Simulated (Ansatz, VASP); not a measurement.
This is a calculation of SnTe for Ansatz 0.2.0.

File input.yaml:

```yaml
crystal:
  lattice:
    - [0.0, 3.15085, 3.15085]
    - [3.15085, 0.0, 3.15085]
    - [3.15085, 3.15085, 0.0]
  atoms:
    - { symbol: Te, position: [0.5, 0.5, 0.5] }
    - { symbol: Sn, position: [0.0, 0.0, 0.0] }
kpoints:
  mp_grid: { grid: [5, 5, 5] }
scf:
  occupations: { method: fermi_dirac, width: 0.04 }
hamiltonian:
  xc: pbe
  pseudopotentials: { kind: all_electron, lapw: { basis_error: 0.002 } }
output:
  forces: true
  stress: true
  eigenvalues: true
```

Potentials or basis: all-electron LAPW, scalar-relativistic.

Command:

```bash
$ ansatz run input.yaml --threads 1 --pin off --max-ram 3072MiB --backend cpu --events-out ev --progress --plain --runs-dir out
```

Set up the same calculation for VASP 6.6.1. Potentials there: VASP PAW PBE potentials, release 64 (Te, Sn_d).

As run (the cutoff follows the program's own potentials):

The input INCAR:

```
  ALGO = Normal
  EDIFF = 1E-6
  ENCUT = 520
  GGA = PE
  ISIF = 2
  ISMEAR = -1
  LASPH = T
  LCHARG = F
  LREAL = F
  LWAVE = F
  NBANDS = 17
  NELM = 80
  PREC = Accurate
  SIGMA = 0.04
```

Contents of KPOINTS:

```
k-points
0
Gamma
  5 5 5
```

POSCAR

```
SnTe
1.0
    0.0000000000      3.1508500000      3.1508500000
    3.1508500000      0.0000000000      3.1508500000
    3.1508500000      3.1508500000      0.0000000000
Te Sn
1 1
Direct
    0.5000000000      0.5000000000      0.5000000000
    0.0000000000      0.0000000000      0.0000000000
```

Potentials or basis: VASP PAW PBE potentials, release 64 (Te, Sn_d).

Run with:

```bash
$ cat potpaw_PBE.64/Te/POTCAR potpaw_PBE.64/Sn_d/POTCAR > POTCAR
$ mpirun -np 1 vasp_std > vasp.out
```

Both were run:

|  | VASP | Ansatz | Ansatz less VASP |
| --- | --- | --- | --- |
| pressure (GPa) | 2.2 | 2.2 | +0.07 |

Ansatz ran all-electron here, and VASP with PAW potentials.

Neither program's run includes spin-orbit coupling.
